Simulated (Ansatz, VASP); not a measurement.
# One calculation of Re, two programs

```
CELL_PARAMETERS angstrom
2.51411 0.00000 0.00000
0.00000 2.51411 0.00000
0.00000 0.00000 2.51411
ATOMIC_POSITIONS crystal
Re 0.00000 0.00000 0.00000
```

Alike in both runs: task relaxation of cell and atoms; functional BLYP; k mesh 12 × 12 × 12; occupations fermi-dirac, width 0.1 eV; no spin polarisation.

|  | VASP | Ansatz |
| --- | --- | --- |
| version | VASP 6.6.1 | Ansatz 0.2.0 |
| potentials or method | VASP PAW PBE potentials, release 64 (Re), cutoff 600 eV | plane waves (420 eV) with PAW, scalar-relativistic |
| valence electrons in the cell | 7 | 15 |

```tsv
	VASP	Ansatz	Ansatz less VASP
relaxed volume (Å³/atom)	17.99	17.93	-0.059
relaxed cell length with the largest relative difference (Å)	2.620	2.617	-0.0029
```

VASP's potentials were made for PBE, not for BLYP. VASP's potentials hold 7 valence electrons a cell and Ansatz's 15, so a difference there can come from the potentials and not from the codes.

Neither program's run includes spin-orbit coupling.
